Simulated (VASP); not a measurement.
# Si (Pm-3n) in VASP: further runs

Si is run at these levels: BLYP; tasks: single point, relaxation of cell and atoms.

Program: VASP 6.6.1. These are calculated values, not measurements. Logs are shortened: lines on timing, memory, paths and dates and some standing lists are left out, and cuts for length are marked.

### Step 1. The cell of the first run

Symmetry: Pm-3n, No. 223, cubic system. Conventional cell: a = 5.130 Å, b = 5.130 Å, c = 5.130 Å, α = 90.00°, β = 90.00°, γ = 90.00°. Within 3.8 Å of Si (site symmetry m-3) lie 12 Si at 2.87 Å. Within 3.4 Å of Si (site symmetry -4m2) lie 14 Si at 2.57 to 3.14 Å.

### Step 2. Single point, BLYP

The input, INCAR:

```
SYSTEM = Si
AGGAC    = 1.0          
AGGAX    = 1.0          
ALDAC    = 0.0          
ALDAX    = 1.0          
ALGO     = Normal         ! electronic algorithm
EDIFF    = 1E-6           ! SCF threshold, eV
ENCUT    = 520            ! plane-wave cutoff, eV
GGA      = B5             ! functional
ISIF     = 2              ! what is computed and relaxed
ISMEAR   = -1             ! smearing method
LASPH    = .True.         ! aspherical terms in the spheres
LCHARG   = .False.        ! write CHGCAR
LREAL    = .False.        ! projectors in reciprocal space
LWAVE    = .False.        ! write WAVECAR
NBANDS   = 26             ! bands
NELM     = 60             ! most SCF steps
PREC     = Accurate       ! precision mode
SIGMA    = 0.1            ! smearing width, eV
```

The input, KPOINTS:

```
k-points
0
Gamma
  5 5 5
  0 0 0
```

The input, POSCAR:

```
Si
1.0
    5.1302758039      0.0000000000      0.0000000000
    0.0000000000      5.1302758039      0.0000000000
    0.0000000000      0.0000000000      5.1302758039
Si
8
Direct
    1.0000000000      1.0000000000      0.0000000000
    0.5000000000      0.5000000000      0.5000000000
    0.2500000000      0.0000000000      0.5000000000
    0.7500000000      0.0000000000      0.5000000000
    0.5000000000      0.2500000000      0.0000000000
    0.5000000000      0.7500000000      0.0000000000
    1.0000000000      0.5000000000      0.2500000000
    1.0000000000      0.5000000000      0.7500000000
```

Potentials or basis: VASP PAW PBE potentials, release 64 (Si).

The run is started by

```bash
$ cat potpaw_PBE.64/Si/POTCAR > POTCAR
$ mpirun -np 1 vasp_std > vasp.out
```

OUTCAR:

```text
SYSTEM = Si
   EDIFF = 1E-6
   ENCUT = 520
   GGA = B5
   ISIF = 2
   ISMEAR = -1
   LASPH = .True.
   LREAL = .False.
   NELM = 60
   PREC = Accurate

 ion  position               nearest neighbor table
   1  0.000  0.000  0.000-   3 2.87   4 2.87   5 2.87   6 2.87   7 2.87   8 2.87   3 2.87   4 2.87
                             7 2.87   8 2.87   5 2.87   6 2.87
   2  0.500  0.500  0.500-   3 2.87   4 2.87   5 2.87   6 2.87   7 2.87   8 2.87   5 2.87   6 2.87
                             3 2.87   4 2.87   7 2.87   8 2.87
   3  0.250  0.000  0.500-   4 2.57   4 2.57   1 2.87   1 2.87   2 2.87   2 2.87   8 3.14   7 3.14
                             8 3.14   7 3.14   6 3.14   5 3.14   5 3.14   6 3.14
   4  0.750  0.000  0.500-   3 2.57   3 2.57   1 2.87   1 2.87   2 2.87   2 2.87   8 3.14   7 3.14
                             8 3.14   7 3.14   6 3.14   5 3.14   5 3.14   6 3.14
   5  0.500  0.250  0.000-   6 2.57   6 2.57   1 2.87   2 2.87   2 2.87   1 2.87   8 3.14   7 3.14
                             7 3.14   8 3.14   3 3.14   4 3.14   3 3.14   4 3.14
   6  0.500  0.750  0.000-   5 2.57   5 2.57   1 2.87   2 2.87   2 2.87   1 2.87   8 3.14   7 3.14
                             7 3.14   8 3.14   3 3.14   4 3.14   3 3.14   4 3.14
   7  0.000  0.500  0.250-   8 2.57   8 2.57   1 2.87   2 2.87   1 2.87   2 2.87   3 3.14   4 3.14
                             5 3.14   3 3.14   4 3.14   6 3.14   5 3.14   6 3.14
   8  0.000  0.500  0.750-   7 2.57   7 2.57   1 2.87   2 2.87   1 2.87   2 2.87   3 3.14   4 3.14
                             5 3.14   3 3.14   4 3.14   6 3.14   5 3.14   6 3.14

  LATTYP: Found a simple cubic cell.
 ALAT       =     5.1302758039

  Lattice vectors:

 A1 = (   5.1302758039,   0.0000000000,   0.0000000000)
 A2 = (   0.0000000000,   5.1302758039,   0.0000000000)
 A3 = (   0.0000000000,   0.0000000000,   5.1302758039)

Analysis of symmetry for initial positions (statically):
=====================================================================
 Subroutine PRICEL returns:
 Original cell was already a primitive cell.

 Routine SETGRP: Setting up the symmetry group for a
 simple cubic supercell.

 Subroutine GETGRP returns: Found 48 space group operations
 (whereof 24 operations were pure point group operations)
 out of a pool of 48 trial point group operations.

The static configuration has the point symmetry T_h .
 The point group associated with its full space group is O_h .

Analysis of symmetry for dynamics (positions and initial velocities):
=====================================================================
 Subroutine PRICEL returns:
 Original cell was already a primitive cell.

 Routine SETGRP: Setting up the symmetry group for a
 simple cubic supercell.

 Subroutine GETGRP returns: Found 48 space group operations
 (whereof 24 operations were pure point group operations)
 out of a pool of 48 trial point group operations.

The dynamic configuration has the point symmetry T_h .
 The point group associated with its full space group is O_h .

 Subroutine INISYM returns: Found 48 space group operations
 (whereof 24 operations are pure point group operations),
 and found     1 'primitive' translations

----------------------------------------------------------------------------------------

                                     Primitive cell

  volume of cell :     135.0275

  direct lattice vectors                    reciprocal lattice vectors
     5.130275804  0.000000000  0.000000000     0.194921294  0.000000000  0.000000000
     0.000000000  5.130275804  0.000000000     0.000000000  0.194921294  0.000000000
     0.000000000  0.000000000  5.130275804     0.000000000  0.000000000  0.194921294

  length of vectors
     5.130275804  5.130275804  5.130275804     0.194921294  0.194921294  0.194921294

  position of ions in fractional coordinates (direct lattice)
     0.000000000  0.000000000  0.000000000
     0.500000000  0.500000000  0.500000000
     0.250000000  0.000000000  0.500000000
     0.750000000  0.000000000  0.500000000
     0.500000000  0.250000000  0.000000000
     0.500000000  0.750000000  0.000000000
     0.000000000  0.500000000  0.250000000
     0.000000000  0.500000000  0.750000000

  ion indices of the primitive-cell ions
   primitive index   ion index
                 1           1
                 2           2
                 3           3
                 4           4
                 5           5
                 6           6
                 7           7
                 8           8

----------------------------------------------------------------------------------------

 KPOINTS: k-points

Automatic generation of k-mesh.
 Grid dimensions read from file:
 generate k-points for:    5    5    5

 Generating k-lattice:

  Cartesian coordinates                     Fractional coordinates (reciprocal lattice)
     0.038984259  0.000000000  0.000000000     0.200000000  0.000000000  0.000000000
     0.000000000  0.038984259  0.000000000     0.000000000  0.200000000  0.000000000
     0.000000000  0.000000000  0.038984259     0.000000000  0.000000000  0.200000000

  Length of vectors
     0.038984259  0.038984259  0.038984259

  Shift w.r.t. Gamma in fractional coordinates (k-lattice)
     0.000000000  0.000000000  0.000000000

 Subroutine IBZKPT returns following result:
 ===========================================

 Found     10 irreducible k-points:

 Following reciprocal coordinates:
            Coordinates               Weight
  0.000000  0.000000  0.000000      1.000000
  0.200000  0.000000  0.000000      6.000000
  0.400000  0.000000  0.000000      6.000000
  0.200000  0.200000  0.000000     12.000000
  0.400000  0.200000  0.000000     24.000000
  0.400000  0.400000  0.000000     12.000000
  0.200000  0.200000  0.200000      8.000000
  0.400000  0.200000  0.200000     24.000000
  0.400000  0.400000  0.200000     24.000000
  0.400000  0.400000  0.400000      8.000000
   k-points           NKPTS =     10   k-points in BZ     NKDIM =     10   number of bands    NBANDS=     26
   number of dos      NEDOS =    301   number of ions     NIONS =      8
   total plane-waves  NPLWV =  64000
   dimension x,y,z NGX =    40 NGY =   40 NGZ =   40
   dimension x,y,z NGXF=    80 NGYF=   80 NGZF=   80
   ions per type =               8
   NGX,Y,Z   is equivalent  to a cutoff of  12.96, 12.96, 12.96 a.u.
   NGXF,Y,Z  is equivalent  to a cutoff of  25.92, 25.92, 25.92 a.u.
 SYSTEM =  Si
   PREC   = accura    normal or accurate (medium, high low for compatibility)
   ISTART =      0    job   : 0-new  1-cont  2-samecut
   ICHARG =      2    charge: 1-file 2-atom 10-const
   ISPIN  =      1    spin polarized calculation?
   LNONCOLLINEAR =      F non collinear calculations
   LSORBIT =      F    spin-orbit coupling
   LASPH  =      T    aspherical Exc in radial PAW
   ENCUT  =  520.0 eV  38.22 Ry    6.18 a.u.   9.54  9.54  9.54*2*pi/ulx,y,z
   NELM   =     60;   NELMIN=  2; NELMDL= -5     # of ELM steps
   EDIFF  = 0.1E-05   stopping-criterion for ELM
   LREAL  =      F    real-space projection
   EDIFFG = 0.1E-04   stopping-criterion for IOM
   NSW    =      0    number of steps for IOM
   IBRION =     -1    ionic relax: 0-MD 1-quasi-New 2-CG
   NFREE  =      0    steps in history (QN), initial steepest desc. (CG)
   ISIF   =      2    stress and relaxation
   ISYM   =      2    0-nonsym 1-usesym 2-fastsym
   POTIM  = 0.5000    time-step for ionic-motion
   TEBEG  =    0.0;   TEEND  =   0.0 temperature during run
   PSTRESS=    0.0 pullay stress
   NELECT =      32.0000    total number of electrons
   NUPDOWN=      -1.0000    fix difference up-down
   EMIN   =  10.00;   EMAX   =-10.00  energy-range for DOS
   EFERMI =   0.00;   METHOD = LEGACY
   ISMEAR =    -1;   SIGMA  =   0.10  broadening in eV -4-tet -1-fermi 0-gaus
   EFERMI_NEDOS =   21; number of points for ismear=-14 and -15
   IALGO  =     38    algorithm
   IMIX   =      4    mixing-type and parameters
     AMIX     =   0.40;   BMIX     =  1.00
     AMIX_MAG =   1.60;   BMIX_MAG =  1.00
  volume/ion in A,a.u.               =      16.88       113.90
  Fermi-wavevector in a.u.,A,eV,Ry     =   1.013096  1.914475 13.964535  1.026364
  Thomas-Fermi vector in A             =   2.146245
   LORBIT       =      0    0 simple, 1 ext, 2 COOP (PROOUT), +10 PAW based schemes
   GGA     = B5    functional components
   LHFCALC =     F    Hartree Fock is set to
   AEXX    =    0.0000 exact exchange contribution
   IVDW    =     0    specifies the selected vdW correction
   LEPSILON=     F    determine dielectric tensor
   LRPA    =     F    only Hartree local field effects (RPA)
 non-spin polarized calculation
  energy-cutoff  :      520.00
  volume of cell :      135.03
 maximum number of plane-waves:      3695
 NGX is ok and might be reduce to    40
   NGX = 19   NGY = 19   NGZ = 19

 number of electron      32.0000000 magnetization

 Free energy of the ion-electron system (eV)
  ---------------------------------------------------
  ext. energy  EPLUGINS =         0.00000000
  ---------------------------------------------------
  free energy    TOTEN  =       -30.07688122 eV

  energy without entropy =      -29.92304546  energy(sigma->0) =      -29.99996334

 E-fermi :   8.6620     XC(G=0):  -9.9125

 val. band max:        8.5808186280   @ k =   0.4000   0.2000   0.2000
 cond. band min:       8.6879229667   @ k =   0.4000   0.2000   0.2000
 fundamental gap:      0.1071043388
 Fermi energy:         8.6620309265

 k-point     1 :       0.0000    0.0000    0.0000
  band No.  band energies     occupation
      1      -4.3621      2.00000
      2       0.3236      2.00000
      3       0.3236      2.00000
      4       0.4627      2.00000
      5       1.7448      2.00000
      6       1.7448      2.00000
[... 18 lines left out ...]
     25      11.6971      0.00000
     26      11.6971      0.00000
[... 238 lines left out ...]
      4      -0.6772      2.00000
      5       0.3250      2.00000
      6       0.3250      2.00000
[... 18 lines left out ...]
     25      11.5679      0.00000
     26      11.8928      0.00000

------------------------ aborting loop because EDIFF is reached ----------------------------------------

  FORCE on cell =-STRESS in cart. coord.  units (eV):
  Direction    XX          YY          ZZ          XY          YZ          ZX
  --------------------------------------------------------------------------------------
  -------------------------------------------------------------------------------------
  Total        0.2656724      0.2656724      0.2656724      0.0000000      0.0000000      0.0000000
  in kB        3.1523533      3.1523533      3.1523533      0.0000000      0.0000000      0.0000000
  external PRESSURE =       3.1523533 kB  Pullay stress =       0.0000000 kB

 VOLUME and BASIS-vectors are now :
 -----------------------------------------------------------------------------
  energy-cutoff  :      520.00
  volume of cell :      135.03
      direct lattice vectors                 reciprocal lattice vectors
     5.130275804  0.000000000  0.000000000     0.194921294  0.000000000  0.000000000
     0.000000000  5.130275804  0.000000000     0.000000000  0.194921294  0.000000000
     0.000000000  0.000000000  5.130275804     0.000000000  0.000000000  0.194921294

 POSITION                                       TOTAL-FORCE (eV/Angst)
 -----------------------------------------------------------------------------------
      0.00000      0.00000      0.00000         0.000000      0.000000      0.000000
      2.56514      2.56514      2.56514         0.000000      0.000000      0.000000
      1.28257      0.00000      2.56514         0.000000     -0.000000     -0.000000
      3.84771      0.00000      2.56514        -0.000000      0.000000      0.000000
      2.56514      1.28257      0.00000         0.000000     -0.000000     -0.000000
      2.56514      3.84771      0.00000        -0.000000      0.000000      0.000000
      0.00000      2.56514      1.28257         0.000000     -0.000000     -0.000000
      0.00000      2.56514      3.84771        -0.000000      0.000000      0.000000
 -----------------------------------------------------------------------------------
    total drift:                                0.000000     -0.000000      0.000000

  FREE ENERGIE OF THE ION-ELECTRON SYSTEM (eV)
  ---------------------------------------------------
  free  energy   TOTEN  =       -30.0768812160 eV

  energy  without entropy=      -29.9230454575  energy(sigma->0) =      -29.99996334
```

Run time: 32 s. Hardware: 1 thread of Intel Xeon Platinum 8375C at 2.90GHz (Ice Lake), shared host; peak memory 0.23 GiB.

What came out:

```yaml
Free_energy: -30.0769 eV
Pressure: 0.3 GPa
Band_gap_on_the_k_mesh: zero (bands 16 and 17 overlap by 1.41 eV)
```

Caveat: the PAW data sets were made with another functional, which shifts forces and pressure a little.

### Step 3. Single point, BLYP

The input, INCAR:

```
  PREC = Accurate
  ENCUT = 520
  EDIFF = 1E-7
  ISMEAR = -1
  SIGMA = 0.1
  LREAL = False
  LASPH = True
  NELM = 80
  ALGO = Normal
  ISIF = 2
  LWAVE = False
  LCHARG = False
  GGA = B5
  ALDAX = 1.0
  AGGAX = 1.0
  AGGAC = 1.0
  ALDAC = 0.0
  NBANDS = 26
```

The input, KPOINTS:

```
Automatic mesh
0
Gamma
  7 7 7
```

POSCAR is that of step 2.

Potentials or basis: VASP PAW PBE potentials, release 64 (Si).

The run is started by

```bash
$ cat potpaw_PBE.64/Si/POTCAR > POTCAR
$ mpirun -np 1 vasp_std > vasp.out
```

Wall time 54 s (1 thread of Intel Xeon Platinum 8375C at 2.90GHz (Ice Lake), shared host); peak memory 0.24 GiB.

The run converged. Its results:

```yaml
Free_energy: -30.0185 eV
Pressure: 0.6 GPa
Band_gap_on_the_k_mesh: zero (bands 16 and 17 overlap by 1.62 eV)
```

Levels at points of the mesh, in eV from the Fermi level:
| k point | band 13 | band 14 | band 15 | band 16 | band 17 | band 18 | band 19 | band 20 |
| --- | --- | --- | --- | --- | --- | --- | --- | --- |
| (0.00, 0.00, 0.00) | -2.37 | -2.33 | -2.33 | -2.33 | -0.98 | -0.98 | -0.98 | 0.32 |

Caveat: the PAW data sets were made with another functional, which shifts forces and pressure a little.

### Step 4. Relaxation of cell and atoms, BLYP

This run uses another cell than the first one, of 15.02 Å³/atom.

The input, INCAR:

```
SYSTEM = Si
PREC     = Accurate       ! precision mode
ENCUT    = 600            ! plane-wave cutoff, eV
EDIFF    = 1E-7           ! SCF threshold, eV
ISMEAR   = -1             ! smearing method
SIGMA    = 0.1            ! smearing width, eV
LREAL    = .False.        ! projectors in reciprocal space
LASPH    = .True.         ! aspherical terms in the spheres
NELM     = 60             ! most SCF steps
ALGO     = Normal         ! electronic algorithm
ISIF     = 3              ! what is computed and relaxed
LWAVE    = .False.        ! write WAVECAR
LCHARG   = .False.        ! write CHGCAR
GGA      = B5             ! functional
ALDAX    = 1.0          
AGGAX    = 1.0          
AGGAC    = 1.0          
ALDAC    = 0.0          
IBRION   = 2              ! ionic algorithm
NSW      = 80             ! ionic steps
EDIFFG   = -0.01          ! ionic threshold
```

The input, KPOINTS:

```
regular mesh
0
Gamma
  5 5 5
  0 0 0
```

The input, POSCAR:

```
Si
1.0
    4.9341184017      0.0000000000      0.0000000000
    0.0000000000      4.9341184017      0.0000000000
    0.0000000000      0.0000000000      4.9341184017
Si
8
Direct
    0.0000000000      0.0000000000      0.0000000000
    0.5000000000      0.5000000000      0.5000000000
    0.2500000000      0.0000000000      0.5000000000
    0.7500000000      0.0000000000      0.5000000000
    0.5000000000      0.2500000000      0.0000000000
    0.5000000000      0.7500000000      0.0000000000
    0.0000000000      0.5000000000      0.2500000000
    0.0000000000      0.5000000000      0.7500000000
```

The run is started by

```bash
$ cat potpaw_PBE.64/Si/POTCAR > POTCAR
$ mpirun -np 1 vasp_std > vasp.out
```

It took 84 s on 1 thread of Intel Xeon Platinum 8375C at 2.90GHz (Ice Lake), shared host; peak memory 0.24 GiB.

It converged, with:

```yaml
Free_energy: -30.0765 eV
Relaxed_volume: 16.99 Å³/atom
Relaxed_cell: a = 5.142 Å, b = 5.142 Å, c = 5.142 Å, α = 90.00°, β = 90.00°, γ = 90.00°
Space_group_after_relaxing_to_0.1_Å: Pm-3n (No. 223)
Energy_gained_by_relaxing: 45.7 meV/atom
Ionic_steps: 3
Pressure_after_relaxing: 0.0 GPa
Band_gap_on_the_k_mesh: zero (bands 16 and 17 overlap by 1.41 eV)
```

Step by step:
| step | energy change (eV) | largest force (eV/Å) | pressure (GPa) | volume (Å³) |
| --- | --- | --- | --- | --- |
| 1 | 0.0000 | 0.0000 | 8.36 | 120.12 |
| 2 | -0.3630 | 0.0000 | 0.61 | 134.27 |
| 3 | -0.3660 | 0.0000 | -0.04 | 135.96 |

Final structure:
```
Si
1.0
     5.14202    0.00000    0.00000
     0.00000    5.14202    0.00000
     0.00000    0.00000    5.14202
Si
8
Direct
  0.00000 0.00000 0.00000
  0.50000 0.50000 0.50000
  0.25000 0.00000 0.50000
  0.75000 0.00000 0.50000
  0.50000 0.25000 0.00000
  0.50000 0.75000 0.00000
  0.00000 0.50000 0.25000
  0.00000 0.50000 0.75000
```

Levels at points of the mesh, in eV from the Fermi level:
| k point | band 12 | band 13 | band 14 | band 15 | band 16 | band 17 | band 18 | band 19 | band 20 | band 21 |
| --- | --- | --- | --- | --- | --- | --- | --- | --- | --- | --- |
| (0.00, 0.00, 0.00) | -2.31 | -2.31 | -2.24 | -2.24 | -2.24 | -0.89 | -0.89 | -0.89 | 0.37 | 2.86 |

Caveat: the PAW data sets were made with another functional, which shifts forces and pressure a little.

### Step 5. The runs side by side

```csv
task,cell,k mesh,cutoff (eV),gap on the mesh (eV),pressure (GPa)
single point,"a = 5.130 Å, 8 atoms",5 × 5 × 5,520,none,0.3
single point,"a = 5.130 Å, 8 atoms",7 × 7 × 7,520,none,0.6
relaxation of cell and atoms,"relaxed from a = 4.934 Å, 8 atoms",5 × 5 × 5,600,none,0.0
```

Alike in all rows: level BLYP; potentials or basis VASP PAW PBE potentials, release 64 (Si); no spin polarisation; smearing fermi-dirac 0.1 eV.

Caveats: the PAW data sets were made with another functional, which shifts forces and pressure a little.

Absolute energies hang on the potentials; compare differences alone.
